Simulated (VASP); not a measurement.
The system is BaTiO3 (Barioperovskite).

```
Ba Ti O
1.0
     3.95875    0.00000    0.00000
     0.00000    2.81786    2.82605
     0.00000   -2.81786    2.82605
Ba Ti O
1 1 3
Direct
  0.00000 0.00000 0.00000
  0.50000 0.51240 0.51240
  0.50000 0.99184 0.50524
  0.50000 0.50524 0.99184
  0.00000 0.48740 0.48740
```

This cell differs from its parent crystal: volume scaled by 0.98.

Base run:

- Program: VASP 6.6.1
- Functional: PBEsol
- Potentials or basis: VASP PAW PBE potentials, release 64 (Ba_sv, Ti_sv, O)
- Cutoff: 520 eV
- k mesh: 7 × 7 × 7
- Occupations: fermi-dirac, width 0.05 eV
- Spin: no spin polarisation

Its results: band gap on the k mesh 1.92 eV, indirect (least direct gap 2.03 eV); pressure 1.4 GPa; largest force 0.231 eV/Å.

Task: The run is repeated on the same cell with these changes: functional from PBEsol to PBE. What comes out?

Result: Band gap on the k mesh 1.96 eV, indirect (least direct gap 2.08 eV); pressure 7.9 GPa; largest force 0.226 eV/Å.

PBE binds less tightly than PBEsol, so the same cell stands under more pressure.

Caveats: spin-orbit coupling is left out, which moves the levels of the heavy elements; the PAW data sets were made with another functional, which shifts forces and pressure a little (some runs).

A k mesh can miss the band edges.
